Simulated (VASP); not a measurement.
# P (Fm-3m) in VASP: notebook

P is run at these levels: r2SCAN; tasks: single point.

Everything below comes from runs of VASP 6.6.1. Logs are shortened: lines on timing, memory, paths and dates and some standing lists are left out, and cuts for length are marked.

## 1. The cell of the first run

It takes space group Fm-3m (No. 225, cubic). Conventional cell: a = 3.883 Å, b = 3.883 Å, c = 3.883 Å, α = 90.00°, β = 90.00°, γ = 90.00°. Within 3.6 Å of P (site symmetry m-3m) lie 12 P at 2.75 Å.

## 2. Single point, r2SCAN

Input file POSCAR:

```
P
1.0
    0.0000000000      1.9417425529      1.9417425529
    1.9417425529      0.0000000000      1.9417425529
    1.9417425529      1.9417425529      0.0000000000
P
1
Direct
    0.0000000000      0.0000000000      0.0000000000
```

Input file INCAR.step1:

```
  ALGO = Normal
  EDIFF = 1E-4
  ENCUT = 520
  GGA = PE
  ISMEAR = -1
  LASPH = T
  LCHARG = F
  LREAL = F
  LWAVE = T
  NBANDS = 8
  NELM = 60
  PREC = Accurate
  SIGMA = 0.1
```

Input file INCAR.step2:

```
  ALGO = Normal
  EDIFF = 1E-7
  ENCUT = 520
  ISIF = 2
  ISMEAR = -1
  ISTART = 1
  LASPH = T
  LCHARG = T
  LELF = T
  LMIXTAU = T
  LREAL = F
  LVHAR = T
  LWAVE = F
  METAGGA = R2SCAN
  NBANDS = 8
  NELM = 60
  PREC = Accurate
  SIGMA = 0.1
```

Input file KPOINTS:

```
k-points
0
Gamma
  16 16 16
```

Potentials or basis: VASP PAW PBE potentials, release 64 (P).

On the command line:

```bash
$ cat potpaw_PBE.64/P/POTCAR > POTCAR
$ cp INCAR.step1 INCAR
$ mpirun -np 1 vasp_std > vasp.out
$ cp INCAR.step2 INCAR
$ mpirun -np 1 vasp_std > vasp.out
```

OUTCAR:

```text
EDIFF = 1E-7
   ENCUT = 520
   ISIF = 2
   ISMEAR = -1
   ISTART = 1
   LASPH = T
   LREAL = F
   METAGGA = R2SCAN
   NELM = 60
   PREC = Accurate

 ion  position               nearest neighbor table
   1  0.000  0.000  0.000-

  LATTYP: Found a face centered cubic cell.
 ALAT       =     3.8834851058

  Lattice vectors:

 A1 = (   0.0000000000,   1.9417425529,   1.9417425529)
 A2 = (   1.9417425529,   0.0000000000,   1.9417425529)
 A3 = (   1.9417425529,   1.9417425529,   0.0000000000)

Analysis of symmetry for initial positions (statically):
=====================================================================
 Subroutine PRICEL returns:
 Original cell was already a primitive cell.

 Routine SETGRP: Setting up the symmetry group for a
 face centered cubic supercell.

 Subroutine GETGRP returns: Found 48 space group operations
 (whereof 48 operations were pure point group operations)
 out of a pool of 48 trial point group operations.

The static configuration has the point symmetry O_h .

Analysis of symmetry for dynamics (positions and initial velocities):
=====================================================================
 Subroutine PRICEL returns:
 Original cell was already a primitive cell.

 Routine SETGRP: Setting up the symmetry group for a
 face centered cubic supercell.

 Subroutine GETGRP returns: Found 48 space group operations
 (whereof 48 operations were pure point group operations)
 out of a pool of 48 trial point group operations.

The dynamic configuration has the point symmetry O_h .

 Subroutine INISYM returns: Found 48 space group operations
 (whereof 48 operations are pure point group operations),
 and found     1 'primitive' translations

----------------------------------------------------------------------------------------

                                     Primitive cell

  volume of cell :      14.6422

  direct lattice vectors                    reciprocal lattice vectors
     0.000000000  1.941742553  1.941742553    -0.257500666  0.257500666  0.257500666
     1.941742553  0.000000000  1.941742553     0.257500666 -0.257500666  0.257500666
     1.941742553  1.941742553  0.000000000     0.257500666  0.257500666 -0.257500666

  length of vectors
     2.746038653  2.746038653  2.746038653     0.446004236  0.446004236  0.446004236

[... 77 lines left out ...]
   NELM   =     60;   NELMIN=  2; NELMDL=  0     # of ELM steps
   EDIFF  = 0.1E-06   stopping-criterion for ELM
   LREAL  =      F    real-space projection
   EDIFFG = 0.1E-05   stopping-criterion for IOM
   NSW    =      0    number of steps for IOM
   IBRION =     -1    ionic relax: 0-MD 1-quasi-New 2-CG
   NFREE  =      0    steps in history (QN), initial steepest desc. (CG)
   ISIF   =      2    stress and relaxation
   ISYM   =      2    0-nonsym 1-usesym 2-fastsym
   POTIM  = 0.5000    time-step for ionic-motion
   TEBEG  =    0.0;   TEEND  =   0.0 temperature during run
   PSTRESS=    0.0 pullay stress
   NELECT =       5.0000    total number of electrons
   NUPDOWN=      -1.0000    fix difference up-down
   EMIN   =  10.00;   EMAX   =-10.00  energy-range for DOS
   EFERMI =   0.00;   METHOD = LEGACY
   ISMEAR =    -1;   SIGMA  =   0.10  broadening in eV -4-tet -1-fermi 0-gaus
   EFERMI_NEDOS =   21; number of points for ismear=-14 and -15
   IALGO  =     38    algorithm
   IMIX   =      4    mixing-type and parameters
     AMIX     =   0.40;   BMIX     =  1.00
     AMIX_MAG =   1.60;   BMIX_MAG =  1.00
  volume/ion in A,a.u.               =      14.64        98.81
  Fermi-wavevector in a.u.,A,eV,Ry     =   1.144274  2.162363 17.814950  1.309362
  Thomas-Fermi vector in A             =   2.280966
   LORBIT       =      0    0 simple, 1 ext, 2 COOP (PROOUT), +10 PAW based schemes
   METAGGA = R2SCAN    functional components
   LHFCALC =     F    Hartree Fock is set to
   AEXX    =    0.0000 exact exchange contribution
   IVDW    =     0    specifies the selected vdW correction
   LEPSILON=     F    determine dielectric tensor
   LRPA    =     F    only Hartree local field effects (RPA)
 non-spin polarized calculation
  energy-cutoff  :      520.00
  volume of cell :       14.64
 maximum number of plane-waves:       411
   NGX = 11   NGY = 11   NGZ = 11

 number of electron       5.0000000 magnetization

 Free energy of the ion-electron system (eV)
  ---------------------------------------------------
  ext. energy  EPLUGINS =         0.00000000
  ---------------------------------------------------
  free energy    TOTEN  =        -7.86327651 eV

  energy without entropy =       -7.84533662  energy(sigma->0) =       -7.85430657

 E-fermi :   9.6689     XC(G=0): -12.1749

 val. band max:        9.5761366082   @ k =   0.4375   0.2500   0.0000
 cond. band min:       9.6874967592   @ k =  -0.3125   0.3750   0.1250
 fundamental gap:      0.1113601510
 Fermi energy:         9.6689391005

 k-point     1 :       0.0000    0.0000    0.0000
  band No.  band energies     occupation
      1      -7.5056      2.00000
      2      16.8492      0.00000
      3      16.8492      0.00000
      4      16.8492      0.00000
      5      21.7563      0.00000
      6      21.7563      0.00000
      7      21.7563      0.00000
      8      28.3255      0.00000
[... 243 lines left out ...]
 k-point    24 :      -0.0625    0.0625    0.0000
  band No.  band energies     occupation
      1      -7.1988      2.00000
      2      15.0976      0.00000
      3      15.4935      0.00000
      4      16.8450      0.00000
      5      21.8277      0.00000
      6      22.0578      0.00000
      7      22.9874      0.00000
      8      26.8082      0.00000

 [... further k-points ...]

------------------------ aborting loop because EDIFF is reached ----------------------------------------

  FORCE on cell =-STRESS in cart. coord.  units (eV):
  Direction    XX          YY          ZZ          XY          YZ          ZX
  --------------------------------------------------------------------------------------
  -------------------------------------------------------------------------------------
  Total        0.0470032      0.0470032      0.0470032     -0.0000000     -0.0000000      0.0000000
  in kB        5.1431972      5.1431972      5.1431972     -0.0000000     -0.0000000      0.0000000
  external PRESSURE =       5.1431972 kB  Pullay stress =       0.0000000 kB

 VOLUME and BASIS-vectors are now :
 -----------------------------------------------------------------------------
  energy-cutoff  :      520.00
  volume of cell :       14.64
      direct lattice vectors                 reciprocal lattice vectors
     0.000000000  1.941742553  1.941742553    -0.257500666  0.257500666  0.257500666
     1.941742553  0.000000000  1.941742553     0.257500666 -0.257500666  0.257500666
     1.941742553  1.941742553  0.000000000     0.257500666  0.257500666 -0.257500666

 POSITION                                       TOTAL-FORCE (eV/Angst)
 -----------------------------------------------------------------------------------
      0.00000      0.00000      0.00000         0.000000      0.000000      0.000000
 -----------------------------------------------------------------------------------
    total drift:                                0.000000      0.000000     -0.000000

  FREE ENERGIE OF THE ION-ELECTRON SYSTEM (eV)
  ---------------------------------------------------
  free  energy   TOTEN  =        -7.8632765147 eV

  energy  without entropy=       -7.8453366194  energy(sigma->0) =       -7.85430657
```

OSZICAR.step1:

```text
N       E                     dE             d eps       ncg     rms          rms(c)
DAV:   1     0.765824151140E+00    0.76582E+00   -0.21064E+03  2408   0.450E+02
DAV:   2    -0.448816278011E+01   -0.52540E+01   -0.49513E+01  3520   0.474E+01
DAV:   3    -0.453290643013E+01   -0.44744E-01   -0.44681E-01  2568   0.482E+00
DAV:   4    -0.453296326646E+01   -0.56836E-04   -0.56836E-04  4000   0.191E-01
DAV:   5    -0.453296327780E+01   -0.11335E-07   -0.94985E-08  2504   0.153E-03    0.398E+00
DAV:   6    -0.452673743484E+01    0.62258E-02   -0.43782E-03  2712   0.344E-01    0.231E+00
DAV:   7    -0.452425831857E+01    0.24791E-02   -0.73729E-03  2560   0.454E-01    0.112E-01
DAV:   8    -0.452425932251E+01   -0.10039E-05   -0.77090E-05  2600   0.618E-02
   1 F= -.45242593E+01 E0= -.45147663E+01  d E =-.189861E-01
```

Run time: 29 s. Hardware: 1 thread of Intel Xeon 6975P-C (Granite Rapids), shared host; peak memory 0.12 GiB.

What came out:

| Item | Value |
| --- | --- |
| Free energy | -7.8633 eV |
| Pressure | 0.5 GPa |

Levels at points of the mesh, in eV from the Fermi level:
```tsv
k point	band 1	band 2	band 3	band 4	band 5
(0.00, 0.00, 0.00)	-17.17	7.18	7.18	7.18	12.09
(0.50, 0.00, 0.00)	-11.03	-8.41	5.07	5.07	11.11
(0.50, 0.50, 0.00)	-8.19	-7.08	0.71	0.71	4.68
```

Caveat: the PAW data sets were made with another functional, which shifts forces and pressure a little.

## 3. Single point, r2SCAN (volume scaled by 1.04)

Input file POSCAR:

```
P
1.0
    0.0000000000      1.9672947272      1.9672947272
    1.9672947272      0.0000000000      1.9672947272
    1.9672947272      1.9672947272      0.0000000000
P
1
Direct
    0.0000000000      0.0000000000      0.0000000000
```

Input file INCAR.step1:

```
PREC = Accurate
ENCUT = 520
ISMEAR = -1
SIGMA = 0.1
LREAL = F
LASPH = T
NELM = 100
NBANDS = 8
GGA = PE
ALGO = Normal
EDIFF = 1E-4
LWAVE = T
LCHARG = F
```

Input file INCAR.step2:

```
PREC = Accurate
ENCUT = 520
EDIFF = 1E-7
ISMEAR = -1
SIGMA = 0.1
LREAL = F
LASPH = T
NELM = 100
ALGO = Normal
ISIF = 2
LWAVE = F
LCHARG = T
METAGGA = R2SCAN
LMIXTAU = T
LELF = T
LVHAR = T
NBANDS = 8
ISTART = 1
```

Input file KPOINTS:

```
Automatic mesh
0
Gamma
  16 16 16
```

Potentials or basis: VASP PAW PBE potentials, release 64 (P).

On the command line:

```bash
$ cat potpaw_PBE.64/P/POTCAR > POTCAR
$ cp INCAR.step1 INCAR
$ mpirun -np 1 vasp_std > vasp.out
$ cp INCAR.step2 INCAR
$ mpirun -np 1 vasp_std > vasp.out
```

It took 27 s on 1 thread of Intel Xeon 6975P-C (Granite Rapids), shared host; peak memory 0.14 GiB.

Results (log left out):

| Quantity | Value |
| --- | --- |
| Free energy | -7.8588 eV |
| Pressure | -3.0 GPa |

Levels at points of the mesh, in eV from the Fermi level:
```csv
k point,band 1,band 2,band 3,band 4,band 5,band 6,band 7
"(0.00, 0.00, 0.00)",-16.75,6.81,6.81,6.81,12.00,12.00,12.00
"(0.50, 0.00, 0.00)",-10.89,-8.08,4.81,4.81,11.06,11.06,11.11
"(0.50, 0.50, 0.00)",-8.21,-6.81,0.67,0.67,4.82,5.57,23.77
```

Caveat: the PAW data sets were made with another functional, which shifts forces and pressure a little.
